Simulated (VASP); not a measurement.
# Co (Fd-3m) in VASP: notebook, part 2 of 2

VASP 6.6.1.

**3. Single point, r2SCAN, collinear spin, ferromagnetic start**

This run uses another cell than the first one, of 15.95 Å³/atom.

Contents of POSCAR:

```
Co
1.0
    0.0000000000      2.5174187469      2.5174187469
    2.5174187469      0.0000000000      2.5174187469
    2.5174187469      2.5174187469      0.0000000000
Co
2
Direct
    0.0000000000      0.0000000000      0.0000000000
    0.2500000000      0.2500000000      0.2500000000
```

Contents of INCAR.step1:

```
SYSTEM = Co
PREC = Accurate ; ENCUT = 520
ISMEAR = 0 ; SIGMA = 0.1
LREAL = .False. ; LASPH = .True.
NELM = 150 ; ISPIN = 2
MAGMOM = 2.1 2.1 ; LMAXMIX = 4
NBANDS = 20 ; GGA = PE
ALGO = Normal ; EDIFF = 1E-4
LWAVE = .True. ; LCHARG = .False.
```

Contents of INCAR.step2:

```
SYSTEM = Co
PREC = Accurate ; ENCUT = 520
EDIFF = 1E-6 ; ISMEAR = 0
SIGMA = 0.1 ; LREAL = .False.
LASPH = .True. ; NELM = 150
ALGO = Normal ; ISIF = 2
LWAVE = .False. ; LCHARG = .True.
ISPIN = 2 ; MAGMOM = 2.1 2.1
LORBIT = 11 ; LMAXMIX = 4
METAGGA = R2SCAN ; LMIXTAU = .True.
LELF = .True. ; LVHAR = .True.
NBANDS = 20 ; ISTART = 1
```

Contents of KPOINTS:

```
Automatic mesh
0
Gamma
  18 18 18
  0 0 0
```

Potentials or basis: VASP PAW PBE potentials, release 64 (Co).

Launch:

```
$ cat potpaw_PBE.64/Co/POTCAR > POTCAR
$ cp INCAR.step1 INCAR
$ mpirun -np 1 vasp_std > vasp.out
$ cp INCAR.step2 INCAR
$ mpirun -np 1 vasp_std > vasp.out
```

OUTCAR:

```text
SYSTEM = Co
   PREC = Accurate
   ENCUT = 520
   EDIFF = 1E-6
   ISMEAR = 0
   LREAL = .False.
   LASPH = .True.
   NELM = 150
   ISIF = 2
   ISPIN = 2
   LORBIT = 11
   METAGGA = R2SCAN
   ISTART = 1

 ion  position               nearest neighbor table
   1  0.000  0.000  0.000-   2 2.18   2 2.18   2 2.18   2 2.18
   2  0.250  0.250  0.250-   1 2.18   1 2.18   1 2.18   1 2.18

  LATTYP: Found a face centered cubic cell.
 ALAT       =     5.0348374938

  Lattice vectors:

 A1 = (   0.0000000000,   2.5174187469,   2.5174187469)
 A2 = (   2.5174187469,   0.0000000000,   2.5174187469)
 A3 = (   2.5174187469,   2.5174187469,   0.0000000000)

Analysis of symmetry for initial positions (statically):
=====================================================================
 Subroutine PRICEL returns:
 Original cell was already a primitive cell.

 Routine SETGRP: Setting up the symmetry group for a
 face centered cubic supercell.

 Subroutine GETGRP returns: Found 48 space group operations
 (whereof 24 operations were pure point group operations)
 out of a pool of 48 trial point group operations.

The static configuration has the point symmetry T_d .
 The point group associated with its full space group is O_h .

Analysis of symmetry for dynamics (positions and initial velocities):
=====================================================================
 Subroutine PRICEL returns:
 Original cell was already a primitive cell.

 Routine SETGRP: Setting up the symmetry group for a
 face centered cubic supercell.

 Subroutine GETGRP returns: Found 48 space group operations
 (whereof 24 operations were pure point group operations)
 out of a pool of 48 trial point group operations.

The dynamic configuration has the point symmetry T_d .
 The point group associated with its full space group is O_h .

Analysis of structural, dynamic, and magnetic symmetry:
=====================================================================
 Subroutine PRICEL returns:
 Original cell was already a primitive cell.

 Routine SETGRP: Setting up the symmetry group for a
 face centered cubic supercell.

 Subroutine GETGRP returns: Found 48 space group operations
 (whereof 24 operations were pure point group operations)
[... 148 lines left out ...]

  energy without entropy =      -23.77893876  energy(sigma->0) =      -23.78345021

 E-fermi :   5.6749     XC(G=0): -11.7691

 val. band max:        5.6731152389   @ k =  -0.2778   0.2778   0.0556
 cond. band min:       5.6760296729   @ k =   0.0556   0.0000   0.0000
 fundamental gap:      0.0029144340
 Fermi energy:         5.6748973679

 spin component 1

 k-point     1 :       0.0000    0.0000    0.0000
  band No.  band energies     occupation
      1      -1.2762      1.00000
      2       1.4349      1.00000
      3       1.4350      1.00000
      4       1.7238      1.00000
      5       1.7239      1.00000
      6       1.7239      1.00000
[... 541 lines left out ...]
     19      22.0687      0.00000
     20      23.3568      0.00000

 [... further k-points ...]

 spin component 2

 k-point     1 :       0.0000    0.0000    0.0000
  band No.  band energies     occupation
      1      -1.4429      1.00000
      2       3.6222      1.00000
      3       3.6223      1.00000
      4       3.6223      1.00000
      5       3.9364      1.00000
      6       3.9365      1.00000
[... 541 lines left out ...]
     19      22.5887      0.00000
     20      23.9160      0.00000

 [... further k-points ...]

------------------------ aborting loop because EDIFF is reached ----------------------------------------

  FORCE on cell =-STRESS in cart. coord.  units (eV):
  Direction    XX          YY          ZZ          XY          YZ          ZX
  --------------------------------------------------------------------------------------
  -------------------------------------------------------------------------------------
  Total       -0.1067149     -0.1067149     -0.1067149     -0.0000000     -0.0000000      0.0000000
  in kB       -5.3584501     -5.3584501     -5.3584501     -0.0000000     -0.0000000      0.0000000
  external PRESSURE =      -5.3584501 kB  Pullay stress =       0.0000000 kB

 VOLUME and BASIS-vectors are now :
 -----------------------------------------------------------------------------
  energy-cutoff  :      520.00
  volume of cell :       31.91
      direct lattice vectors                 reciprocal lattice vectors
     0.000000000  2.517418747  2.517418747    -0.198616142  0.198616142  0.198616142
     2.517418747  0.000000000  2.517418747     0.198616142 -0.198616142  0.198616142
     2.517418747  2.517418747  0.000000000     0.198616142  0.198616142 -0.198616142

 POSITION                                       TOTAL-FORCE (eV/Angst)
 -----------------------------------------------------------------------------------
      0.00000      0.00000      0.00000         0.000000      0.000000     -0.000000
      1.25871      1.25871      1.25871        -0.000000     -0.000000      0.000000
 -----------------------------------------------------------------------------------
    total drift:                                0.000000      0.000000      0.000000

  FREE ENERGIE OF THE ION-ELECTRON SYSTEM (eV)
  ---------------------------------------------------
  free  energy   TOTEN  =       -23.7879616736 eV

  energy  without entropy=      -23.7789387559  energy(sigma->0) =      -23.78345021

 total charge

# of ion       s       p       d       tot
------------------------------------------
    1        0.567   0.391   7.300   8.258
    2        0.567   0.391   7.300   8.258
--------------------------------------------------
tot          1.134   0.782  14.599  16.515

 magnetization (x)

# of ion       s       p       d       tot
------------------------------------------
    1       -0.042  -0.040   1.919   1.838
    2       -0.042  -0.040   1.919   1.838
--------------------------------------------------
tot         -0.083  -0.080   3.839   3.675
```

OUTCAR.step1:

```text
SYSTEM = Co
   PREC = Accurate
   ENCUT = 520
   ISMEAR = 0
   LREAL = .False.
   LASPH = .True.
[... 1349 lines left out ...]
      0.00000      0.00000      0.00000        -0.000000      0.000000     -0.000000
      1.25871      1.25871      1.25871         0.000000     -0.000000      0.000000
 -----------------------------------------------------------------------------------
    total drift:                                0.000000      0.000000      0.000000

  FREE ENERGIE OF THE ION-ELECTRON SYSTEM (eV)
  ---------------------------------------------------
  free  energy   TOTEN  =       -11.5114149618 eV

  energy  without entropy=      -11.5010839234  energy(sigma->0) =      -11.50624944
```

OSZICAR.step1:

```text
N       E                     dE             d eps       ncg     rms          rms(c)
DAV:   1     0.964625555135E+02    0.96463E+02   -0.75544E+03 15816   0.104E+03
DAV:   2    -0.758690773841E+01   -0.10405E+03   -0.92790E+02 15836   0.207E+02
DAV:   3    -0.125239732626E+02   -0.49371E+01   -0.47286E+01 17500   0.578E+01
DAV:   4    -0.126115176193E+02   -0.87544E-01   -0.87444E-01 19968   0.685E+00
DAV:   5    -0.126139861362E+02   -0.24685E-02   -0.24682E-02 18204   0.105E+00    0.113E+01
DAV:   6    -0.121375040814E+02    0.47648E+00   -0.85286E+00 18328   0.486E+01    0.827E+00
DAV:   7    -0.115079586264E+02    0.62955E+00   -0.19453E+00 18792   0.222E+01    0.343E+00
DAV:   8    -0.115180737464E+02   -0.10115E-01   -0.31441E-02 19668   0.134E+00    0.183E+00
DAV:   9    -0.115081034071E+02    0.99703E-02   -0.10497E-02 19312   0.120E+00    0.745E-01
DAV:  10    -0.115102706570E+02   -0.21672E-02   -0.92329E-04 19620   0.354E-01    0.416E-01
DAV:  11    -0.115114051935E+02   -0.11345E-02   -0.68604E-04 19708   0.367E-01    0.375E-02
DAV:  12    -0.115114149618E+02   -0.97682E-05   -0.72788E-05  9948   0.622E-02
   1 F= -.11511415E+02 E0= -.11506249E+02  d E =-.103310E-01  mag=     3.4258
```

Run time: 9.3 min. Hardware: 1 thread of Intel Xeon Platinum 8488C (Sapphire Rapids), shared host; peak memory 0.31 GiB.

What came out:

| Quantity | Value |
| --- | --- |
| Free energy | -23.7880 eV |
| Pressure | -0.5 GPa |
| Net moment | 3.65 μB per cell |
| Site moments | Co +1.84 μB |
| Valence electrons inside the program's atomic spheres | Co 8.26 |

Caveat: the PAW data sets were made with another functional, which shifts forces and pressure a little.
